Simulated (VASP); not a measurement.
# SnO2 (P4_2/mnm) in VASP: further runs

The runs below take SnO2 through single point, with LDA.

All numbers are computed with VASP 6.6.1; they aren't measurements. Logs are shortened: lines on timing, memory, paths and dates and some standing lists are left out, and cuts for length are marked.

## Step 1: The cell of the first run

Symmetry: P4_2/mnm, No. 136, tetragonal system. Conventional cell: a = 4.595 Å, b = 4.595 Å, c = 3.186 Å, α = 90.00°, β = 90.00°, γ = 90.00°. Within 2.6 Å of Sn (site symmetry mmm) lie 6 O at 1.99 to 2.03 Å. Within 2.6 Å of O (site symmetry m2m) lie 3 Sn at 1.99 to 2.03 Å and 1 O at 2.53 Å.

## Step 2: Single point, LDA (equal xx and yy strain of -3 %)

File INCAR:

```
PREC = Accurate ; ENCUT = 520
EDIFF = 1E-7 ; ISMEAR = -1
SIGMA = 0.03 ; LREAL = F
LASPH = T ; NELM = 80
ALGO = Normal ; ISIF = 2
LWAVE = F ; LCHARG = F
NBANDS = 35
```

File KPOINTS:

```
regular mesh
0
Gamma
  4 4 6
```

File POSCAR:

```
SnO2
1.0
    4.5952295000      0.0000000000      0.0000000000
    0.0000000000      4.5952295000      0.0000000000
    0.0000000000      0.0000000000      3.1864000000
Sn O
2 4
Direct
    0.0000000000      0.0000000000      0.0000000000
    0.5000000000      0.5000000000      0.5000000000
    0.3056200000      0.3056200000      0.0000000000
    0.1943800000      0.8056200000      0.5000000000
    0.6943800000      0.6943800000      0.0000000000
    0.8056200000      0.1943800000      0.5000000000
```

Potentials or basis: VASP PAW LDA potentials, release 64 (Sn_d, O).

Launch:

```bash
> cat potpaw_LDA.64/Sn_d/POTCAR potpaw_LDA.64/O/POTCAR > POTCAR
> mpirun -np 1 vasp_std > vasp.out
```

OUTCAR:

```text
PREC = Accurate
   ENCUT = 520
   EDIFF = 1E-7
   ISMEAR = -1
   LREAL = F
   LASPH = T
   NELM = 80
   ISIF = 2

 ion  position               nearest neighbor table
   1  0.000  0.000  0.000-   3 1.99   5 1.99   4 2.03   6 2.03   4 2.03   6 2.03   2 3.62   2 3.62
                             2 3.62   2 3.62   2 3.62   2 3.62   2 3.62   2 3.62
   2  0.500  0.500  0.500-   4 1.99   6 1.99   5 2.03   3 2.03   3 2.03   5 2.03   1 3.62   1 3.62
                             1 3.62   1 3.62   1 3.62   1 3.62   1 3.62   1 3.62
   3  0.306  0.306  0.000-   1 1.99   2 2.03   2 2.03
   4  0.194  0.806  0.500-   2 1.99   1 2.03   1 2.03
   5  0.694  0.694  0.000-   1 1.99   2 2.03   2 2.03
   6  0.806  0.194  0.500-   2 1.99   1 2.03   1 2.03

  LATTYP: Found a simple tetragonal cell.
 ALAT       =     4.5952295000
 C/A-ratio  =     0.6934147685

  Lattice vectors:

 A1 = (   4.5952295000,   0.0000000000,   0.0000000000)
 A2 = (   0.0000000000,   4.5952295000,   0.0000000000)
 A3 = (   0.0000000000,   0.0000000000,   3.1864000000)

Analysis of symmetry for initial positions (statically):
=====================================================================
 Subroutine PRICEL returns:
 Original cell was already a primitive cell.

 Routine SETGRP: Setting up the symmetry group for a
 simple tetragonal supercell.

 Subroutine GETGRP returns: Found 16 space group operations
 (whereof  8 operations were pure point group operations)
 out of a pool of 16 trial point group operations.

The static configuration has the point symmetry D_2h.
 The point group associated with its full space group is D_4h.

Analysis of symmetry for dynamics (positions and initial velocities):
=====================================================================
 Subroutine PRICEL returns:
 Original cell was already a primitive cell.

 Routine SETGRP: Setting up the symmetry group for a
 simple tetragonal supercell.

 Subroutine GETGRP returns: Found 16 space group operations
 (whereof  8 operations were pure point group operations)
 out of a pool of 16 trial point group operations.

The dynamic configuration has the point symmetry D_2h.
 The point group associated with its full space group is D_4h.

 Subroutine INISYM returns: Found 16 space group operations
 (whereof  8 operations are pure point group operations),
 and found     1 'primitive' translations

----------------------------------------------------------------------------------------

                                     Primitive cell

  volume of cell :      67.2844

  direct lattice vectors                    reciprocal lattice vectors
     4.595229500  0.000000000  0.000000000     0.217616987  0.000000000  0.000000000
     0.000000000  4.595229500  0.000000000     0.000000000  0.217616987  0.000000000
     0.000000000  0.000000000  3.186400000     0.000000000  0.000000000  0.313833794

  length of vectors
     4.595229500  4.595229500  3.186400000     0.217616987  0.217616987  0.313833794

  position of ions in fractional coordinates (direct lattice)
     0.000000000  0.000000000  0.000000000
     0.500000000  0.500000000  0.500000000
     0.305620000  0.305620000  0.000000000
     0.194380000  0.805620000  0.500000000
     0.694380000  0.694380000  0.000000000
     0.805620000  0.194380000  0.500000000

  ion indices of the primitive-cell ions
   primitive index   ion index
                 1           1
                 2           2
                 3           3
                 4           4
                 5           5
                 6           6

----------------------------------------------------------------------------------------

 KPOINTS: regular mesh

Automatic generation of k-mesh.
 Grid dimensions read from file:
 generate k-points for:    4    4    6

 Generating k-lattice:

  Cartesian coordinates                     Fractional coordinates (reciprocal lattice)
     0.054404247  0.000000000  0.000000000     0.250000000  0.000000000  0.000000000
     0.000000000  0.054404247  0.000000000     0.000000000  0.250000000  0.000000000
     0.000000000  0.000000000  0.052305632     0.000000000  0.000000000  0.166666667

  Length of vectors
     0.054404247  0.054404247  0.052305632

  Shift w.r.t. Gamma in fractional coordinates (k-lattice)
     0.000000000  0.000000000  0.000000000

 Subroutine IBZKPT returns following result:
 ===========================================

 Found     24 irreducible k-points:

 Following reciprocal coordinates:
            Coordinates               Weight
  0.000000  0.000000  0.000000      1.000000
  0.250000  0.000000  0.000000      4.000000
  0.500000  0.000000  0.000000      2.000000
  0.250000  0.250000  0.000000      4.000000
  0.500000  0.250000  0.000000      4.000000
  0.500000  0.500000  0.000000      1.000000
[... 16 lines left out ...]
  0.500000  0.250000  0.500000      4.000000
  0.500000  0.500000  0.500000      1.000000
   k-points           NKPTS =     24   k-points in BZ     NKDIM =     24   number of bands    NBANDS=     35
   number of dos      NEDOS =    301   number of ions     NIONS =      6
   total plane-waves  NPLWV =  31104
   dimension x,y,z NGX =    36 NGY =   36 NGZ =   24
   dimension x,y,z NGXF=    72 NGYF=   72 NGZF=   48
   ions per type =               2   4
   NGX,Y,Z   is equivalent  to a cutoff of  13.02, 13.02, 12.52 a.u.
   NGXF,Y,Z  is equivalent  to a cutoff of  26.05, 26.05, 25.04 a.u.
 SYSTEM =  unknown system
   PREC   = accura    normal or accurate (medium, high low for compatibility)
   ISTART =      0    job   : 0-new  1-cont  2-samecut
   ICHARG =      2    charge: 1-file 2-atom 10-const
   ISPIN  =      1    spin polarized calculation?
   LNONCOLLINEAR =      F non collinear calculations
   LSORBIT =      F    spin-orbit coupling
   LASPH  =      T    aspherical Exc in radial PAW
   ENCUT  =  520.0 eV  38.22 Ry    6.18 a.u.   8.54  8.54  5.92*2*pi/ulx,y,z
   NELM   =     80;   NELMIN=  2; NELMDL= -5     # of ELM steps
   EDIFF  = 0.1E-06   stopping-criterion for ELM
   LREAL  =      F    real-space projection
   EDIFFG = 0.1E-05   stopping-criterion for IOM
   NSW    =      0    number of steps for IOM
   IBRION =     -1    ionic relax: 0-MD 1-quasi-New 2-CG
   NFREE  =      0    steps in history (QN), initial steepest desc. (CG)
   ISIF   =      2    stress and relaxation
   ISYM   =      2    0-nonsym 1-usesym 2-fastsym
   POTIM  = 0.5000    time-step for ionic-motion
   TEBEG  =    0.0;   TEEND  =   0.0 temperature during run
   PSTRESS=    0.0 pullay stress
   NELECT =      52.0000    total number of electrons
   NUPDOWN=      -1.0000    fix difference up-down
   EMIN   =  10.00;   EMAX   =-10.00  energy-range for DOS
   EFERMI =   0.00;   METHOD = LEGACY
   ISMEAR =    -1;   SIGMA  =   0.03  broadening in eV -4-tet -1-fermi 0-gaus
   EFERMI_NEDOS =   21; number of points for ismear=-14 and -15
   IALGO  =     38    algorithm
   IMIX   =      4    mixing-type and parameters
     AMIX     =   0.40;   BMIX     =  1.00
     AMIX_MAG =   1.60;   BMIX_MAG =  1.00
  volume/ion in A,a.u.               =      11.21        75.68
  Fermi-wavevector in a.u.,A,eV,Ry     =   1.502350  2.839029 30.709094  2.257055
  Thomas-Fermi vector in A             =   2.613602
   LORBIT       =      0    0 simple, 1 ext, 2 COOP (PROOUT), +10 PAW based schemes
   GGA     = CA    functional components
   LHFCALC =     F    Hartree Fock is set to
   AEXX    =    0.0000 exact exchange contribution
   IVDW    =     0    specifies the selected vdW correction
   LEPSILON=     F    determine dielectric tensor
   LRPA    =     F    only Hartree local field effects (RPA)
 non-spin polarized calculation
  energy-cutoff  :      520.00
  volume of cell :       67.28
 maximum number of plane-waves:      1828
 NGX is ok and might be reduce to    36
   NGX = 17   NGY = 17   NGZ = 11

 number of electron      52.0000021 magnetization

 Free energy of the ion-electron system (eV)
  ---------------------------------------------------
  ext. energy  EPLUGINS =         0.00000000
  ---------------------------------------------------
  free energy    TOTEN  =       -42.09154385 eV

  energy without entropy =      -42.09154385  energy(sigma->0) =      -42.09154385

 E-fermi :   7.2244     XC(G=0): -12.1375

 val. band max:        6.6176802504   @ k =   0.0000   0.0000   0.0000
 cond. band min:       8.4209945440   @ k =   0.0000   0.0000   0.0000
 fundamental gap:      1.8033142937
 Fermi energy:         7.2243585058

 k-point     1 :       0.0000    0.0000    0.0000
  band No.  band energies     occupation
      1     -14.4973      2.00000
      2     -13.5401      2.00000
      3     -13.2347      2.00000
      4     -13.2212      2.00000
      5     -13.2012      2.00000
      6     -13.2012      2.00000
[... 27 lines left out ...]
     34      19.5022      0.00000
     35      19.5209      0.00000

 k-point     2 :       0.2500    0.0000    0.0000
  band No.  band energies     occupation
      1     -14.3846      2.00000
      2     -13.6744      2.00000
      3     -13.2832      2.00000
      4     -13.2270      2.00000
      5     -13.1953      2.00000
      6     -13.1950      2.00000
[... 27 lines left out ...]
     34      19.3461      0.00000
     35      19.3947      0.00000

 k-point     3 :       0.5000    0.0000    0.0000
  band No.  band energies     occupation
      1     -14.0683      2.00000
      2     -14.0683      2.00000
      3     -13.2510      2.00000
      4     -13.2510      2.00000
      5     -13.1888      2.00000
      6     -13.1888      2.00000
[... 27 lines left out ...]
     34      19.2274      0.00000
     35      19.3671      0.00000
[... 723 lines left out ...]
 k-point    23 :       0.5000    0.2500    0.5000
  band No.  band energies     occupation
      1     -14.2702      2.00000
      2     -14.2702      2.00000
      3     -13.4460      2.00000
      4     -13.4460      2.00000
      5     -13.0184      2.00000
      6     -13.0184      2.00000
[... 27 lines left out ...]
     34      18.5658      0.00000
     35      19.6669      0.00000

 k-point    24 :       0.5000    0.5000    0.5000
  band No.  band energies     occupation
      1     -14.1043      2.00000
      2     -14.1043      2.00000
      3     -13.7183      2.00000
      4     -13.7183      2.00000
      5     -13.0085      2.00000
      6     -13.0085      2.00000
[... 27 lines left out ...]
     34      18.1937      0.00000
     35      20.0698      0.00000

------------------------ aborting loop because EDIFF is reached ----------------------------------------

  FORCE on cell =-STRESS in cart. coord.  units (eV):
  Direction    XX          YY          ZZ          XY          YZ          ZX
  --------------------------------------------------------------------------------------
  -------------------------------------------------------------------------------------
  Total        6.2713593      6.2713593      4.9882635      0.0000000      0.0000000      0.0000000
  in kB      149.3336078    149.3336078    118.7805300      0.0000000      0.0000000      0.0000000
  external PRESSURE =     139.1492485 kB  Pullay stress =       0.0000000 kB

 VOLUME and BASIS-vectors are now :
 -----------------------------------------------------------------------------
  energy-cutoff  :      520.00
  volume of cell :       67.28
      direct lattice vectors                 reciprocal lattice vectors
     4.595229500  0.000000000  0.000000000     0.217616987  0.000000000  0.000000000
     0.000000000  4.595229500  0.000000000     0.000000000  0.217616987  0.000000000
     0.000000000  0.000000000  3.186400000     0.000000000  0.000000000  0.313833794

 POSITION                                       TOTAL-FORCE (eV/Angst)
 -----------------------------------------------------------------------------------
      0.00000      0.00000      0.00000         0.000000      0.000000     -0.000000
      2.29761      2.29761      1.59320         0.000000      0.000000     -0.000000
      1.40439      1.40439      0.00000         0.040132      0.040132      0.000000
      0.89322      3.70201      1.59320        -0.040132      0.040132      0.000000
      3.19084      3.19084      0.00000        -0.040132     -0.040132     -0.000000
      3.70201      0.89322      1.59320         0.040132     -0.040132     -0.000000
 -----------------------------------------------------------------------------------
    total drift:                                0.000000      0.000000      0.000000

  FREE ENERGIE OF THE ION-ELECTRON SYSTEM (eV)
  ---------------------------------------------------
  free  energy   TOTEN  =       -42.0915438494 eV

  energy  without entropy=      -42.0915438493  energy(sigma->0) =      -42.09154385
```

It took 41 s on 1 thread of Intel Xeon 8259CL, shared host; peak memory 0.18 GiB.

Results:

* Free energy: -42.0915 eV
* Pressure: 13.9 GPa
* Largest force: 0.057 eV/Å
* Band gap on the k mesh: 1.80 eV

Forces on the atoms (eV/Å):
```
Sn   0.000  0.000  0.000
Sn   0.000  0.000  0.000
O    0.040  0.040  0.000
O   -0.040  0.040  0.000
O   -0.040 -0.040  0.000
O    0.040 -0.040  0.000
```

Stress tensor (GPa, compression positive):
```
14.93  0.00  0.00
 0.00 14.93  0.00
 0.00  0.00 11.88
```

Caveat: the cell differs from its parent crystal (equal xx and yy strain of -3 %); the cell stands under pressure; spin-orbit coupling is left out, which moves the levels of the heavy elements.

(Part 1 of 2 ends here.)
